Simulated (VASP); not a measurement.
Set up this calculation in VASP 6.6.1, as the native input.

* Task: single point
* Functional: PBE
* Potentials or basis: VASP PAW PBE potentials, release 64 (Au)
* Cutoff: 500 eV
* k mesh: 10 × 10 × 10
* Occupations: methfessel-paxton, width 0.1 eV
* Spin: no spin polarisation
* Dipole correction: no
* Further INCAR settings: ALGO = Normal; EDIFF = 1e-06; NBANDS = 12

The structure of Au lies in POSCAR:

```
Au
1.0
    0.0000000000      2.0749120936      2.0749120936
    2.0749120936      0.0000000000      2.0749120936
    2.0749120936      2.0749120936      0.0000000000
Au
1
Direct
    0.0000000000      0.0000000000      0.0000000000
```

One way to write it, as run:

INCAR

```
SYSTEM = Au
PREC = Accurate
ENCUT = 500
EDIFF = 1E-6
ISMEAR = 1
SIGMA = 0.1
LREAL = .FALSE.
LASPH = .TRUE.
NELM = 120
ALGO = Normal
ISIF = 2
LWAVE = .FALSE.
LCHARG = .FALSE.
GGA = PE
NBANDS = 12
GGA_COMPAT = .FALSE.
```

KPOINTS

```
regular mesh
0
G
  10 10 10
  0 0 0
```

Potentials or basis: VASP PAW PBE potentials, release 64 (Au).

Launch:

```console
$ cat potpaw_PBE.64/Au/POTCAR > POTCAR
$ mpirun -np 1 vasp_std > vasp.out
```

Results of the run:

| Quantity | Value |
| --- | --- |
| Pressure | 1.1 GPa |

It took 14 s on 1 thread of Intel Xeon 8259CL (shared host), peak memory 0.14 GiB.
